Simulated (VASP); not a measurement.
# Ta2Sn3 (I4/mmm) in VASP: single point with PBE

Aim: the single point of Ta2Sn3 with PBE.

Program: VASP 6.6.1. These are calculated values, not measurements. Logs are shortened: lines on timing, memory, paths and dates and some standing lists are left out, and cuts for length are marked.

### 1 The cell of the first run

Symmetry: I4/mmm, No. 139, tetragonal system. Conventional cell: a = 3.651 Å, b = 3.651 Å, c = 15.698 Å, α = 90.00°, β = 90.00°, γ = 90.00°. Within 3.9 Å of Ta (site symmetry 4mm) lie 5 Ta at 2.93 to 3.65 Å and 9 Sn at 2.97 to 3.36 Å. Sn (site symmetry 4mm) has 5 Ta at 3.01 to 3.36 Å and 9 Sn at 3.02 to 3.65 Å within 4.0 Å. Within 3.9 Å of Sn (site symmetry 4/mmm) lie 8 Ta at 2.97 Å and 6 Sn at 3.02 to 3.65 Å.

### 2 Single point, PBE

Input file INCAR:

```
SYSTEM = Ta2Sn3
PREC = Accurate ; ENCUT = 520
EDIFF = 1E-7 ; ISMEAR = 0
SIGMA = 0.2 ; LREAL = .FALSE.
LASPH = .TRUE. ; NELM = 80
ALGO = Fast ; ISIF = 2
LWAVE = .FALSE. ; LCHARG = .FALSE.
GGA = PE ; NBANDS = 40
```

Input file KPOINTS:

```
Automatic mesh
0
G
  6 6 6
  0 0 0
```

Input file POSCAR:

```
Ta2Sn3
1.0
   -1.8254295294      1.8254295294      7.8488024358
    1.8254295294     -1.8254295294      7.8488024358
    1.8254295294      1.8254295294     -7.8488024358
Ta Sn
2 3
Direct
    0.4065333002      0.4065333002      0.0000000000
    0.5934666998      0.5934666998      0.0000000000
    0.8073682454      0.8073682454      0.0000000000
    0.1926317546      0.1926317546      0.0000000000
    0.0000000000      0.0000000000      0.0000000000
```

Potentials or basis: VASP PAW PBE potentials, release 64 (Ta_pv, Sn_d).

Launch:

```
cat potpaw_PBE.64/Ta_pv/POTCAR potpaw_PBE.64/Sn_d/POTCAR > POTCAR
mpirun -np 1 vasp_std > vasp.out
```

OUTCAR:

```text
SYSTEM = Ta2Sn3
   PREC = Accurate
   ENCUT = 520
   EDIFF = 1E-7
   ISMEAR = 0
   LREAL = .FALSE.
   LASPH = .TRUE.
   NELM = 80
   ISIF = 2
   GGA = PE

 ion  position               nearest neighbor table
   1  0.407  0.407  0.000-   2 2.93   5 2.97   5 2.97   5 2.97   5 2.97   3 3.01   3 3.01   3 3.01
                             3 3.01   4 3.36
   2  0.593  0.593  0.000-   1 2.93   5 2.97   5 2.97   5 2.97   5 2.97   4 3.01   4 3.01   4 3.01
                             4 3.01   3 3.36
   3  0.807  0.807  0.000-   1 3.01   1 3.01   1 3.01   1 3.01   5 3.02   4 3.15   4 3.15   4 3.15
                             4 3.15   2 3.36
   4  0.193  0.193  0.000-   2 3.01   2 3.01   2 3.01   2 3.01   5 3.02   3 3.15   3 3.15   3 3.15
                             3 3.15   1 3.36
   5  0.000  0.000  0.000-   2 2.97   1 2.97   2 2.97   1 2.97   2 2.97   1 2.97   1 2.97   2 2.97
                             3 3.02   4 3.02

  LATTYP: Found a body centered tetragonal cell.
 ALAT       =     3.6508590588
 C/A-ratio  =     4.2997016918

  Lattice vectors:

 A1 = (  -1.8254295294,   1.8254295294,   7.8488024358)
 A2 = (   1.8254295294,  -1.8254295294,   7.8488024358)
 A3 = (   1.8254295294,   1.8254295294,  -7.8488024358)

Analysis of symmetry for initial positions (statically):
=====================================================================
 Subroutine PRICEL returns:
 Original cell was already a primitive cell.

 Routine SETGRP: Setting up the symmetry group for a
 body centered tetragonal supercell.

 Subroutine GETGRP returns: Found 16 space group operations
 (whereof 16 operations were pure point group operations)
 out of a pool of 16 trial point group operations.

The static configuration has the point symmetry D_4h.

Analysis of symmetry for dynamics (positions and initial velocities):
=====================================================================
 Subroutine PRICEL returns:
 Original cell was already a primitive cell.

 Routine SETGRP: Setting up the symmetry group for a
 body centered tetragonal supercell.

 Subroutine GETGRP returns: Found 16 space group operations
 (whereof 16 operations were pure point group operations)
 out of a pool of 16 trial point group operations.

The dynamic configuration has the point symmetry D_4h.

 Subroutine INISYM returns: Found 16 space group operations
 (whereof 16 operations are pure point group operations),
 and found     1 'primitive' translations

----------------------------------------------------------------------------------------

                                     Primitive cell

  volume of cell :     104.6149

  direct lattice vectors                    reciprocal lattice vectors
    -1.825429529  1.825429529  7.848802436     0.000000000  0.273908136  0.063703986
     1.825429529 -1.825429529  7.848802436     0.273908136  0.000000000  0.063703986
     1.825429529  1.825429529 -7.848802436     0.273908136  0.273908136  0.000000000

  length of vectors
     8.262450339  8.262450339  8.262450339     0.281218536  0.281218536  0.387364601

  position of ions in fractional coordinates (direct lattice)
     0.406533300  0.406533300  0.000000000
     0.593466700  0.593466700  0.000000000
     0.807368245  0.807368245  0.000000000
     0.192631755  0.192631755  0.000000000
     0.000000000  0.000000000  0.000000000

  ion indices of the primitive-cell ions
   primitive index   ion index
                 1           1
                 2           2
                 3           3
                 4           4
                 5           5

----------------------------------------------------------------------------------------

 KPOINTS: Automatic mesh

Automatic generation of k-mesh.
 Grid dimensions read from file:
 generate k-points for:    6    6    6

 Generating k-lattice:

  Cartesian coordinates                     Fractional coordinates (reciprocal lattice)
     0.000000000  0.045651356  0.010617331     0.166666667  0.000000000  0.000000000
     0.045651356  0.000000000  0.010617331     0.000000000  0.166666667  0.000000000
     0.045651356  0.045651356  0.000000000     0.000000000  0.000000000  0.166666667

  Length of vectors
     0.046869756  0.046869756  0.064560767

  Shift w.r.t. Gamma in fractional coordinates (k-lattice)
     0.000000000  0.000000000  0.000000000

 Subroutine IBZKPT returns following result:
 ===========================================

 Found     30 irreducible k-points:

 Following reciprocal coordinates:
            Coordinates               Weight
  0.000000  0.000000  0.000000      1.000000
  0.166667  0.000000 -0.000000      8.000000
  0.333333 -0.000000  0.000000      8.000000
  0.500000  0.000000 -0.000000      4.000000
  0.166667  0.166667 -0.000000      8.000000
  0.333333  0.166667 -0.000000     16.000000
[... 16 lines left out ...]
 -0.333333 -0.333333  0.166667      8.000000
 -0.166667 -0.333333  0.166667      8.000000
 [... further k-points ...]
   k-points           NKPTS =     30   k-points in BZ     NKDIM =     30   number of bands    NBANDS=     40
   number of dos      NEDOS =    301   number of ions     NIONS =      5
   total plane-waves  NPLWV = 262144
   dimension x,y,z NGX =    64 NGY =   64 NGZ =   64
   dimension x,y,z NGXF=   128 NGYF=  128 NGZF=  128
   ions per type =               2   3
   NGX,Y,Z   is equivalent  to a cutoff of  12.88, 12.88, 12.88 a.u.
   NGXF,Y,Z  is equivalent  to a cutoff of  25.75, 25.75, 25.75 a.u.
 SYSTEM =  Ta2Sn3
   PREC   = accura    normal or accurate (medium, high low for compatibility)
   ISTART =      0    job   : 0-new  1-cont  2-samecut
   ICHARG =      2    charge: 1-file 2-atom 10-const
   ISPIN  =      1    spin polarized calculation?
   LNONCOLLINEAR =      F non collinear calculations
   LSORBIT =      F    spin-orbit coupling
   LASPH  =      T    aspherical Exc in radial PAW
   ENCUT  =  520.0 eV  38.22 Ry    6.18 a.u.  15.36 15.36 15.36*2*pi/ulx,y,z
   NELM   =     80;   NELMIN=  2; NELMDL= -5     # of ELM steps
   EDIFF  = 0.1E-06   stopping-criterion for ELM
   LREAL  =      F    real-space projection
   EDIFFG = 0.1E-05   stopping-criterion for IOM
   NSW    =      0    number of steps for IOM
   IBRION =     -1    ionic relax: 0-MD 1-quasi-New 2-CG
   NFREE  =      0    steps in history (QN), initial steepest desc. (CG)
   ISIF   =      2    stress and relaxation
   ISYM   =      2    0-nonsym 1-usesym 2-fastsym
   POTIM  = 0.5000    time-step for ionic-motion
   TEBEG  =    0.0;   TEEND  =   0.0 temperature during run
   PSTRESS=    0.0 pullay stress
   NELECT =      64.0000    total number of electrons
   NUPDOWN=      -1.0000    fix difference up-down
   EMIN   =  10.00;   EMAX   =-10.00  energy-range for DOS
   EFERMI =   0.00;   METHOD = LEGACY
   ISMEAR =     0;   SIGMA  =   0.20  broadening in eV -4-tet -1-fermi 0-gaus
   EFERMI_NEDOS =   21; number of points for ismear=-14 and -15
   IALGO  =     68    algorithm
   IMIX   =      4    mixing-type and parameters
     AMIX     =   0.40;   BMIX     =  1.00
     AMIX_MAG =   1.60;   BMIX_MAG =  1.00
  volume/ion in A,a.u.               =      20.92       141.20
  Fermi-wavevector in a.u.,A,eV,Ry     =   1.389751  2.626248 26.278397  1.931408
  Thomas-Fermi vector in A             =   2.513752
   LORBIT       =      0    0 simple, 1 ext, 2 COOP (PROOUT), +10 PAW based schemes
   GGA     = PE    functional components
   LHFCALC =     F    Hartree Fock is set to
   AEXX    =    0.0000 exact exchange contribution
   IVDW    =     0    specifies the selected vdW correction
   LEPSILON=     F    determine dielectric tensor
   LRPA    =     F    only Hartree local field effects (RPA)
 non-spin polarized calculation
 RMM-DIIS sequential band-by-band and
 Gauss-broadening in eV      SIGMA  =   0.20
  energy-cutoff  :      520.00
  volume of cell :      104.61
 maximum number of plane-waves:      2840
 NGX is ok and might be reduce to    64
   NGX = 31   NGY = 31   NGZ = 31

 number of electron      64.0000003 magnetization

 Free energy of the ion-electron system (eV)
  ---------------------------------------------------
  ext. energy  EPLUGINS =         0.00000000
  ---------------------------------------------------
  free energy    TOTEN  =       -34.15963059 eV

  energy without entropy =      -34.10222871  energy(sigma->0) =      -34.13092965

 E-fermi :   8.7158     XC(G=0): -11.7268

 val. band max:        8.6701484431   @ k =  -0.1667   0.1667   0.0000
 cond. band min:       8.7318925564   @ k =  -0.3333   0.3333   0.3333
 fundamental gap:      0.0617441132
 Fermi energy:         8.7158489934

 k-point     1 :       0.0000    0.0000    0.0000
  band No.  band energies     occupation
      1     -25.9806      2.00000
      2     -25.9529      2.00000
      3     -25.9529      2.00000
      4     -25.9206      2.00000
      5     -25.9206      2.00000
      6     -25.6714      2.00000
[... 32 lines left out ...]
     39      12.5965      0.00000
     40      12.5969      0.00000

 k-point     2 :       0.1667    0.0000   -0.0000
  band No.  band energies     occupation
      1     -25.9783      2.00000
      2     -25.9716      2.00000
      3     -25.9517      2.00000
      4     -25.9378      2.00000
      5     -25.9187      2.00000
      6     -25.6700      2.00000
[... 32 lines left out ...]
     39      12.3237      0.00000
     40      13.2225      0.00000

 k-point     3 :       0.3333   -0.0000    0.0000
  band No.  band energies     occupation
      1     -26.0096      2.00000
      2     -25.9728      2.00000
      3     -25.9719      2.00000
      4     -25.9493      2.00000
      5     -25.9151      2.00000
      6     -25.6673      2.00000
[... 32 lines left out ...]
     39      12.9485      0.00000
     40      13.2389      0.00000

 k-point     4 :       0.5000    0.0000   -0.0000
  band No.  band energies     occupation
      1     -26.0283      2.00000
      2     -25.9890      2.00000
      3     -25.9702      2.00000
      4     -25.9481      2.00000
      5     -25.9133      2.00000
      6     -25.6660      2.00000
[... 32 lines left out ...]
     39      13.0054      0.00000
     40      13.5910      0.00000
[... 772 lines left out ...]
     39      12.5010      0.00000
     40      13.8192      0.00000

 k-point    23 :      -0.3333   -0.3333    0.1667
  band No.  band energies     occupation
      1     -25.9761      2.00000
      2     -25.9708      2.00000
      3     -25.9692      2.00000
      4     -25.9362      2.00000
      5     -25.9359      2.00000
      6     -25.6689      2.00000
[... 32 lines left out ...]
     39      12.5582      0.00000
     40      13.2301      0.00000

 k-point    24 :      -0.1667   -0.3333    0.1667
  band No.  band energies     occupation
      1     -25.9782      2.00000
      2     -25.9715      2.00000
      3     -25.9517      2.00000
      4     -25.9378      2.00000
      5     -25.9188      2.00000
      6     -25.6702      2.00000
[... 32 lines left out ...]
     39      12.1054      0.00000
     40      13.2806      0.00000

 [... further k-points ...]

------------------------ aborting loop because EDIFF is reached ----------------------------------------

  FORCE on cell =-STRESS in cart. coord.  units (eV):
  Direction    XX          YY          ZZ          XY          YZ          ZX
  --------------------------------------------------------------------------------------
  -------------------------------------------------------------------------------------
  Total        0.1041582      0.1041582      0.0461160      0.0000000     -0.0000000      0.0000000
  in kB        1.5951835      1.5951835      0.7062663      0.0000000     -0.0000000      0.0000000
  external PRESSURE =       1.2988778 kB  Pullay stress =       0.0000000 kB

 VOLUME and BASIS-vectors are now :
 -----------------------------------------------------------------------------
  energy-cutoff  :      520.00
  volume of cell :      104.61
      direct lattice vectors                 reciprocal lattice vectors
    -1.825429529  1.825429529  7.848802436     0.000000000  0.273908136  0.063703986
     1.825429529 -1.825429529  7.848802436     0.273908136  0.000000000  0.063703986
     1.825429529  1.825429529 -7.848802436     0.273908136  0.273908136  0.000000000

 POSITION                                       TOTAL-FORCE (eV/Angst)
 -----------------------------------------------------------------------------------
      0.00000      0.00000      6.38160         0.000000      0.000000     -0.023180
      0.00000      0.00000      9.31601         0.000000      0.000000      0.023180
      0.00000      0.00000     12.67375        -0.000000     -0.000000      0.028842
      0.00000      0.00000      3.02386        -0.000000     -0.000000     -0.028842
      0.00000      0.00000      0.00000         0.000000      0.000000      0.000000
 -----------------------------------------------------------------------------------
    total drift:                                0.000000     -0.000000      0.000000

  FREE ENERGIE OF THE ION-ELECTRON SYSTEM (eV)
  ---------------------------------------------------
  free  energy   TOTEN  =       -34.1596305928 eV

  energy  without entropy=      -34.1022287105  energy(sigma->0) =      -34.13092965
```

It took 7.5 min on 1 thread of Intel Xeon 6975P-C (Granite Rapids), shared host; peak memory 0.6 GiB.

Results:

```
Free energy            : -34.1596 eV
Pressure               : 0.1 GPa
Largest force          : 0.029 eV/Å
Band gap on the k mesh : zero (bands 32 and 33 overlap by 0.52 eV)
```

Forces in eV/Å, atoms in the order of the input:
```
Ta   0.000  0.000 -0.023
Ta   0.000  0.000  0.023
Sn   0.000  0.000  0.029
Sn   0.000  0.000 -0.029
Sn   0.000  0.000  0.000
```

Caveat: spin-orbit coupling is left out, which moves the levels of the heavy elements.
